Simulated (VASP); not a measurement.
# Sr2TeO (P4/mmm) in VASP: notebook

Aim: see how the results for Sr2TeO move with the level of theory and the settings. Levels: PBE, r2SCAN. Tasks: single point.

Everything below comes from runs of VASP 6.6.1. Logs are shortened: lines on timing, memory, paths and dates and some standing lists are left out, and cuts for length are marked.

## 1. The cell of the first run

Symmetry: P4/mmm, No. 123, tetragonal system. The conventional cell has a = 4.220 Å, b = 4.220 Å, c = 6.172 Å, α = 90.00°, β = 90.00°, γ = 90.00°. Within 3.9 Å of O (site symmetry 4/mmm) lie 6 Sr at 2.98 to 3.09 Å. Within 3.9 Å of Sr (site symmetry 4/mmm) lie 4 Te at 2.98 Å and 2 O at 3.09 Å. Sr (site symmetry 4/mmm) has 4 O at 2.98 Å and 2 Te at 3.09 Å within 3.9 Å. Te (site symmetry 4/mmm) has 6 Sr at 2.98 to 3.09 Å within 3.9 Å.

## 2. Single point, PBE (biaxial xy strain -3.1%)

File INCAR:

```
PREC = Accurate
ENCUT = 520
EDIFF = 1E-6
ISMEAR = -1
SIGMA = 0.02
LREAL = F
LASPH = T
NELM = 60
ALGO = Normal
ISIF = 2
LWAVE = F
LCHARG = F
GGA = PE
NBANDS = 24
```

File KPOINTS:

```
Automatic mesh
0
Gamma
  6 6 4
```

File POSCAR:

```
Sr2TeO
1.0
    4.2203885958      0.0000000000      0.0000000000
    0.0000000000      4.2203885958      0.0000000000
    0.0000000000      0.0000000000      6.1723915021
O Sr Te
1 2 1
Direct
    0.0000000000      0.0000000000      0.0000000000
    0.0000000000      0.0000000000      0.5000000000
    0.5000000000      0.5000000000      0.0000000000
    0.5000000000      0.5000000000      0.5000000000
```

Potentials or basis: VASP PAW PBE potentials, release 64 (O, Sr_sv, Te).

Run with:

```sh
cat potpaw_PBE.64/O/POTCAR potpaw_PBE.64/Sr_sv/POTCAR potpaw_PBE.64/Te/POTCAR > POTCAR
mpirun -np 1 vasp_std > vasp.out
```

OUTCAR:

```text
PREC = Accurate
   ENCUT = 520
   EDIFF = 1E-6
   ISMEAR = -1
   LREAL = F
   LASPH = T
   NELM = 60
   ISIF = 2
   GGA = PE

 ion  position               nearest neighbor table
   1  0.000  0.000  0.000-   3 2.98   3 2.98   3 2.98   3 2.98   2 3.09   2 3.09
   2  0.000  0.000  0.500-   4 2.98   4 2.98   4 2.98   4 2.98   1 3.09   1 3.09   3 4.29   3 4.29
                             3 4.29   3 4.29   3 4.29   3 4.29   3 4.29   3 4.29
   3  0.500  0.500  0.000-   1 2.98   1 2.98   1 2.98   1 2.98   4 3.09   4 3.09   2 4.29   2 4.29
                             2 4.29   2 4.29   2 4.29   2 4.29   2 4.29   2 4.29
   4  0.500  0.500  0.500-   2 2.98   2 2.98   2 2.98   2 2.98   3 3.09   3 3.09

  LATTYP: Found a simple tetragonal cell.
 ALAT       =     4.2203885958
 C/A-ratio  =     1.4625173398

  Lattice vectors:

 A1 = (   4.2203885958,   0.0000000000,   0.0000000000)
 A2 = (   0.0000000000,   4.2203885958,   0.0000000000)
 A3 = (   0.0000000000,   0.0000000000,   6.1723915021)

Analysis of symmetry for initial positions (statically):
=====================================================================
 Subroutine PRICEL returns:
 Original cell was already a primitive cell.

 Routine SETGRP: Setting up the symmetry group for a
 simple tetragonal supercell.

 Subroutine GETGRP returns: Found 16 space group operations
 (whereof 16 operations were pure point group operations)
 out of a pool of 16 trial point group operations.

The static configuration has the point symmetry D_4h.

Analysis of symmetry for dynamics (positions and initial velocities):
=====================================================================
 Subroutine PRICEL returns:
 Original cell was already a primitive cell.

 Routine SETGRP: Setting up the symmetry group for a
 simple tetragonal supercell.

 Subroutine GETGRP returns: Found 16 space group operations
 (whereof 16 operations were pure point group operations)
 out of a pool of 16 trial point group operations.

The dynamic configuration has the point symmetry D_4h.

 Subroutine INISYM returns: Found 16 space group operations
 (whereof 16 operations are pure point group operations),
 and found     1 'primitive' translations

----------------------------------------------------------------------------------------

                                     Primitive cell

  volume of cell :     109.9407

  direct lattice vectors                    reciprocal lattice vectors
     4.220388596  0.000000000  0.000000000     0.236945006  0.000000000  0.000000000
     0.000000000  4.220388596  0.000000000     0.000000000  0.236945006  0.000000000
     0.000000000  0.000000000  6.172391502     0.000000000  0.000000000  0.162011758

  length of vectors
     4.220388596  4.220388596  6.172391502     0.236945006  0.236945006  0.162011758

  position of ions in fractional coordinates (direct lattice)
     0.000000000  0.000000000  0.000000000
     0.000000000  0.000000000  0.500000000
     0.500000000  0.500000000  0.000000000
     0.500000000  0.500000000  0.500000000

  ion indices of the primitive-cell ions
   primitive index   ion index
                 1           1
                 2           2
                 3           3
                 4           4

----------------------------------------------------------------------------------------

 KPOINTS: Automatic mesh

Automatic generation of k-mesh.
 Grid dimensions read from file:
 generate k-points for:    6    6    4

 Generating k-lattice:

  Cartesian coordinates                     Fractional coordinates (reciprocal lattice)
     0.039490834  0.000000000  0.000000000     0.166666667  0.000000000  0.000000000
     0.000000000  0.039490834  0.000000000     0.000000000  0.166666667  0.000000000
     0.000000000  0.000000000  0.040502940     0.000000000  0.000000000  0.250000000

  Length of vectors
     0.039490834  0.039490834  0.040502940

  Shift w.r.t. Gamma in fractional coordinates (k-lattice)
     0.000000000  0.000000000  0.000000000

 Subroutine IBZKPT returns following result:
[... 55 lines left out ...]
     24       8.8768      0.00000

 k-point     4 :       0.5000    0.0000    0.0000
  band No.  band energies     occupation
      1     -31.6371      2.00000
      2     -31.5243      2.00000
      3     -14.0218      2.00000
      4     -13.8530      2.00000
      5     -13.7698      2.00000
      6     -13.6459      2.00000
[... 16 lines left out ...]
     23       8.2307      0.00000
     24       8.4468      0.00000

 k-point     5 :       0.1667    0.1667    0.0000
  band No.  band energies     occupation
      1     -31.6405      2.00000
      2     -31.5280      2.00000
      3     -13.8798      2.00000
      4     -13.7897      2.00000
      5     -13.7545      2.00000
      6     -13.6055      2.00000
[... 16 lines left out ...]
     23       8.6018      0.00000
     24       8.6368      0.00000

 k-point     6 :       0.3333    0.1667    0.0000
  band No.  band energies     occupation
      1     -31.6374      2.00000
      2     -31.5239      2.00000
      3     -13.9196      2.00000
      4     -13.8600      2.00000
      5     -13.7397      2.00000
      6     -13.6767      2.00000
[... 16 lines left out ...]
     23       8.4867      0.00000
     24       9.3141      0.00000
[... 379 lines left out ...]
 k-point    21 :       0.0000    0.0000    0.5000
  band No.  band energies     occupation
      1     -31.6428      2.00000
      2     -31.5330      2.00000
      3     -13.9043      2.00000
      4     -13.7018      2.00000
      5     -13.7018      2.00000
      6     -13.5796      2.00000
[... 16 lines left out ...]
     23       7.7243      0.00000
     24       8.4608      0.00000

 k-point    22 :       0.1667    0.0000    0.5000
  band No.  band energies     occupation
      1     -31.6414      2.00000
      2     -31.5308      2.00000
      3     -13.9619      2.00000
      4     -13.7196      2.00000
      5     -13.6879      2.00000
      6     -13.6625      2.00000
[... 16 lines left out ...]
     23       8.0947      0.00000
     24       8.4439      0.00000

 k-point    23 :       0.3333    0.0000    0.5000
  band No.  band energies     occupation
      1     -31.6386      2.00000
      2     -31.5264      2.00000
      3     -14.0916      2.00000
      4     -13.7849      2.00000
      5     -13.7318      2.00000
      6     -13.6599      2.00000
[... 16 lines left out ...]
     23       8.6925      0.00000
     24       9.0236      0.00000

 k-point    24 :       0.5000    0.0000    0.5000
  band No.  band energies     occupation
      1     -31.6372      2.00000
      2     -31.5242      2.00000
      3     -14.1575      2.00000
      4     -13.8393      2.00000
      5     -13.7331      2.00000
      6     -13.6457      2.00000
[... 16 lines left out ...]
     23       8.8794      0.00000
     24       9.1439      0.00000

 [... further k-points ...]

------------------------ aborting loop because EDIFF is reached ----------------------------------------

  FORCE on cell =-STRESS in cart. coord.  units (eV):
  Direction    XX          YY          ZZ          XY          YZ          ZX
  --------------------------------------------------------------------------------------
  -------------------------------------------------------------------------------------
  Total        3.4072435      3.4072435      1.2108954      0.0000000      0.0000000      0.0000000
  in kB       49.6541336     49.6541336     17.6465113      0.0000000      0.0000000      0.0000000
  external PRESSURE =      38.9849262 kB  Pullay stress =       0.0000000 kB

 VOLUME and BASIS-vectors are now :
 -----------------------------------------------------------------------------
  energy-cutoff  :      520.00
  volume of cell :      109.94
      direct lattice vectors                 reciprocal lattice vectors
     4.220388596  0.000000000  0.000000000     0.236945006  0.000000000  0.000000000
     0.000000000  4.220388596  0.000000000     0.000000000  0.236945006  0.000000000
     0.000000000  0.000000000  6.172391502     0.000000000  0.000000000  0.162011758

 POSITION                                       TOTAL-FORCE (eV/Angst)
 -----------------------------------------------------------------------------------
      0.00000      0.00000      0.00000         0.000000      0.000000      0.000000
      0.00000      0.00000      3.08620         0.000000      0.000000      0.000000
      2.11019      2.11019      0.00000         0.000000      0.000000      0.000000
      2.11019      2.11019      3.08620         0.000000      0.000000      0.000000
 -----------------------------------------------------------------------------------
    total drift:                                0.000000     -0.000000     -0.000000

  FREE ENERGIE OF THE ION-ELECTRON SYSTEM (eV)
  ---------------------------------------------------
  free  energy   TOTEN  =       -17.9383292874 eV

  energy  without entropy=      -17.9383292874  energy(sigma->0) =      -17.93832929
```

Wall time 47 s (1 thread of AMD EPYC 9R45 (Zen 5), shared host); peak memory 0.23 GiB.

What came out:

| Quantity | Value |
| --- | --- |
| Free energy | -17.9383 eV |
| Pressure | 3.9 GPa |
| Band gap on the k mesh | 1.34 eV, direct |

Levels at points of the mesh, in eV from the valence-band top:
```csv
k point,band 13,band 14,band 15,band 16,band 17,band 18,band 19,band 20
"(0.00, 0.00, 0.00)",-0.46,-0.04,0.00,0.00,1.34,2.24,3.82,3.82
"(0.50, 0.00, 0.00)",-1.68,-1.15,-0.57,-0.53,3.44,4.57,4.59,5.10
"(0.50, 0.50, 0.00)",-0.95,-0.34,-0.34,-0.26,1.72,1.72,4.27,4.94
"(0.00, 0.00, 0.50)",-0.49,-0.49,-0.18,-0.18,1.52,3.57,3.64,4.43
"(0.50, 0.00, 0.50)",-1.82,-0.87,-0.68,-0.57,3.85,4.86,4.95,5.29
"(0.50, 0.50, 0.50)",-1.90,-0.65,-0.65,-0.63,3.09,3.09,4.92,4.92
```

Caveat: the cell differs from its parent crystal (biaxial xy strain -3.1%); spin-orbit coupling is left out, which moves the levels of the heavy elements. A k mesh can miss the band edges.

## 3. Single point, PBE (epitaxial xy strain -1.8%)

File INCAR:

```
SYSTEM = Sr2TeO
ALGO = Normal
EDIFF = 1E-7
ENCUT = 520
GGA = PE
ISIF = 2
ISMEAR = -1
LASPH = .True.
LCHARG = .False.
LREAL = .False.
LWAVE = .False.
NBANDS = 24
NELM = 60
PREC = Accurate
SIGMA = 0.02
```

File KPOINTS:

```
k-points
0
Gamma
  6 6 4
  0 0 0
```

File POSCAR:

```
Sr2TeO
1.0
    4.2796343482      0.0000000000      0.0000000000
    0.0000000000      4.2796343482      0.0000000000
    0.0000000000      0.0000000000      6.2066558642
O Sr Te
1 2 1
Direct
    0.0000000000      0.0000000000      0.0000000000
    0.0000000000      0.0000000000      0.5000000000
    0.5000000000      0.5000000000      0.0000000000
    0.5000000000      0.5000000000      0.5000000000
```

Potentials or basis: VASP PAW PBE potentials, release 64 (O, Sr_sv, Te).

Run with:

```sh
cat potpaw_PBE.64/O/POTCAR potpaw_PBE.64/Sr_sv/POTCAR potpaw_PBE.64/Te/POTCAR > POTCAR
mpirun -np 1 vasp_std > vasp.out
```

Wall time 51 s (1 thread of AMD EPYC 9R45 (Zen 5), shared host); peak memory 0.23 GiB.

Results (log left out):

```
Free energy            : -18.0183 eV
Pressure               : 2.1 GPa
Band gap on the k mesh : 1.39 eV, direct
```

Stress tensor (GPa, compression positive):
```
2.75 0.00 0.00
0.00 2.75 0.00
0.00 0.00 0.71
```

Levels at points of the mesh, in eV from the valence-band top:
| k point | band 14 | band 15 | band 16 | band 17 | band 18 | band 19 |
| --- | --- | --- | --- | --- | --- | --- |
| (0.00, 0.00, 0.00) | -0.02 | 0.00 | 0.00 | 1.39 | 2.14 | 3.76 |
| (0.50, 0.00, 0.00) | -1.08 | -0.52 | -0.47 | 3.38 | 4.44 | 4.51 |
| (0.50, 0.50, 0.00) | -0.32 | -0.32 | -0.22 | 1.76 | 1.76 | 4.10 |
| (0.00, 0.00, 0.50) | -0.59 | -0.15 | -0.15 | 1.57 | 3.43 | 3.61 |
| (0.50, 0.00, 0.50) | -0.81 | -0.62 | -0.51 | 3.75 | 4.74 | 4.89 |
| (0.50, 0.50, 0.50) | -0.61 | -0.61 | -0.59 | 3.10 | 3.10 | 4.86 |

Caveat: the cell differs from its parent crystal (epitaxial xy strain -1.8%); spin-orbit coupling is left out, which moves the levels of the heavy elements. A k mesh can miss the band edges.

## 4. Single point, r2SCAN (biaxial xy strain -3.1%)

File POSCAR:

```
Sr2TeO
1.0
    4.2203885958      0.0000000000      0.0000000000
    0.0000000000      4.2203885958      0.0000000000
    0.0000000000      0.0000000000      6.1723915021
O Sr Te
1 2 1
Direct
    0.0000000000      0.0000000000      0.0000000000
    0.0000000000      0.0000000000      0.5000000000
    0.5000000000      0.5000000000      0.0000000000
    0.5000000000      0.5000000000      0.5000000000
```

File INCAR.step1:

```
SYSTEM = Sr2TeO
ALGO     = Normal         ! electronic algorithm
EDIFF    = 1E-4           ! SCF threshold, eV
ENCUT    = 520            ! plane-wave cutoff, eV
GGA      = PE             ! functional
ISMEAR   = 0              ! smearing method
LASPH    = .True.         ! aspherical terms in the spheres
LCHARG   = .False.        ! write CHGCAR
LREAL    = .False.        ! projectors in reciprocal space
LWAVE    = .True.         ! write WAVECAR
NBANDS   = 24             ! bands
NELM     = 100            ! most SCF steps
PREC     = Accurate       ! precision mode
SIGMA    = 0.01           ! smearing width, eV
```

File INCAR.step2:

```
SYSTEM = Sr2TeO
ALGO     = Normal         ! electronic algorithm
EDIFF    = 1E-6           ! SCF threshold, eV
ENCUT    = 520            ! plane-wave cutoff, eV
ISIF     = 2              ! what is computed and relaxed
ISMEAR   = 0              ! smearing method
ISTART   = 1            
LASPH    = .True.         ! aspherical terms in the spheres
LCHARG   = .False.        ! write CHGCAR
LMIXTAU  = .True.       
LREAL    = .False.        ! projectors in reciprocal space
LWAVE    = .False.        ! write WAVECAR
METAGGA  = R2SCAN         ! meta-GGA
NBANDS   = 24             ! bands
NELM     = 100            ! most SCF steps
PREC     = Accurate       ! precision mode
SIGMA    = 0.01           ! smearing width, eV
```

KPOINTS is that of step 3.

Run with:

```sh
cat potpaw_PBE.64/O/POTCAR potpaw_PBE.64/Sr_sv/POTCAR potpaw_PBE.64/Te/POTCAR > POTCAR
cp INCAR.step1 INCAR
mpirun -np 1 vasp_std > vasp.out
cp INCAR.step2 INCAR
mpirun -np 1 vasp_std > vasp.out
```

It took 2.7 min on 1 thread of AMD EPYC 9R45 (Zen 5), shared host; peak memory 0.24 GiB.

Results (log left out):

| Item | Value |
| --- | --- |
| Free energy | -69.0329 eV |
| Pressure | 3.5 GPa |
| Band gap on the k mesh | 1.73 eV, direct |

Stress tensor (GPa, compression positive):
```
4.65 0.00 0.00
0.00 4.65 0.00
0.00 0.00 1.17
```

Levels at points of the mesh, in eV from the valence-band top:
| k point | band 13 | band 14 | band 15 | band 16 | band 17 | band 18 | band 19 | band 20 |
| --- | --- | --- | --- | --- | --- | --- | --- | --- |
| (0.00, 0.00, 0.00) | -0.49 | -0.04 | 0.00 | 0.00 | 1.73 | 2.83 | 4.27 | 4.27 |
| (0.50, 0.00, 0.00) | -1.72 | -1.10 | -0.55 | -0.51 | 3.84 | 5.14 | 5.14 | 5.58 |
| (0.50, 0.50, 0.00) | -1.00 | -0.34 | -0.34 | -0.25 | 2.10 | 2.10 | 4.90 | 5.51 |
| (0.00, 0.00, 0.50) | -0.51 | -0.51 | -0.17 | -0.17 | 1.91 | 4.10 | 4.13 | 4.90 |
| (0.50, 0.00, 0.50) | -1.85 | -0.85 | -0.65 | -0.55 | 4.28 | 5.38 | 5.49 | 5.84 |
| (0.50, 0.50, 0.50) | -1.95 | -0.63 | -0.63 | -0.61 | 3.48 | 3.48 | 5.44 | 5.44 |

Caveat: the cell differs from its parent crystal (biaxial xy strain -3.1%); the PAW data sets were made with another functional, which shifts forces and pressure a little; spin-orbit coupling is left out, which moves the levels of the heavy elements. A k mesh can miss the band edges.

## 5. Single point, r2SCAN (epitaxial xy strain -1.8%)

File POSCAR:

```
Sr2TeO
1.0
    4.2796343482      0.0000000000      0.0000000000
    0.0000000000      4.2796343482      0.0000000000
    0.0000000000      0.0000000000      6.2066558642
O Sr Te
1 2 1
Direct
    0.0000000000      0.0000000000      0.0000000000
    0.0000000000      0.0000000000      0.5000000000
    0.5000000000      0.5000000000      0.0000000000
    0.5000000000      0.5000000000      0.5000000000
```

File INCAR.step1:

```
SYSTEM = Sr2TeO
PREC = Accurate
ENCUT = 520
ISMEAR = 0
SIGMA = 0.01
LREAL = .False.
LASPH = .True.
NELM = 60
NBANDS = 24
GGA = PE
ALGO = Normal
EDIFF = 1E-4
LWAVE = .True.
LCHARG = .False.
```

File INCAR.step2:

```
SYSTEM = Sr2TeO
PREC = Accurate
ENCUT = 520
EDIFF = 1E-7
ISMEAR = 0
SIGMA = 0.01
LREAL = .False.
LASPH = .True.
NELM = 60
ALGO = Normal
ISIF = 2
LWAVE = .False.
LCHARG = .False.
METAGGA = R2SCAN
LMIXTAU = .True.
NBANDS = 24
ISTART = 1
```

File KPOINTS:

```
Automatic mesh
0
Gamma
  6 6 4
  0 0 0
```

Run with:

```sh
cat potpaw_PBE.64/O/POTCAR potpaw_PBE.64/Sr_sv/POTCAR potpaw_PBE.64/Te/POTCAR > POTCAR
cp INCAR.step1 INCAR
mpirun -np 1 vasp_std > vasp.out
cp INCAR.step2 INCAR
mpirun -np 1 vasp_std > vasp.out
```

Wall time 3.5 min (1 thread of AMD EPYC 9R45 (Zen 5), shared host); peak memory 0.25 GiB.

The run converged. Its results:

| Item | Value |
| --- | --- |
| Free energy | -69.1043 eV |
| Pressure | 1.6 GPa |
| Band gap on the k mesh | 1.78 eV, direct |

Stress tensor (GPa, compression positive):
```
2.37 0.00 0.00
0.00 2.37 0.00
0.00 0.00 0.14
```

Levels at points of the mesh, in eV from the valence-band top:
| k point | band 14 | band 15 | band 16 | band 17 | band 18 | band 19 |
| --- | --- | --- | --- | --- | --- | --- |
| (0.00, 0.00, 0.00) | -0.02 | 0.00 | 0.00 | 1.78 | 2.72 | 4.21 |
| (0.50, 0.00, 0.00) | -1.04 | -0.50 | -0.46 | 3.79 | 5.00 | 5.05 |
| (0.50, 0.50, 0.00) | -0.32 | -0.32 | -0.22 | 2.14 | 2.14 | 4.72 |
| (0.00, 0.00, 0.50) | -0.62 | -0.14 | -0.14 | 1.96 | 3.97 | 4.07 |
| (0.50, 0.00, 0.50) | -0.79 | -0.60 | -0.49 | 4.18 | 5.25 | 5.42 |
| (0.50, 0.50, 0.50) | -0.60 | -0.60 | -0.57 | 3.49 | 3.49 | 5.38 |

Caveat: the cell differs from its parent crystal (epitaxial xy strain -1.8%); the PAW data sets were made with another functional, which shifts forces and pressure a little; spin-orbit coupling is left out, which moves the levels of the heavy elements.

## 6. Overview

```tsv
level	cell	smearing	gap on the mesh (eV)	pressure (GPa)
PBE	a = 4.220, b = 4.220, c = 6.172 Å, 4 atoms	fermi-dirac 0.02 eV	1.34	3.9
PBE	a = 4.280, b = 4.280, c = 6.207 Å, 4 atoms	fermi-dirac 0.02 eV	1.39	2.1
r2SCAN	a = 4.220, b = 4.220, c = 6.172 Å, 4 atoms	gaussian 0.01 eV	1.73	3.5
r2SCAN	a = 4.280, b = 4.280, c = 6.207 Å, 4 atoms	gaussian 0.01 eV	1.78	1.6
```

Alike in all rows: task single point; potentials or basis VASP PAW PBE potentials, release 64 (O, Sr_sv, Te); no spin polarisation; k mesh 6 × 6 × 4; cutoff (eV) 520.

Caveats: spin-orbit coupling is left out, which moves the levels of the heavy elements; the PAW data sets were made with another functional, which shifts forces and pressure a little (some runs).

Total energies depend on the potentials used, so only differences within one code and one set of settings carry meaning.
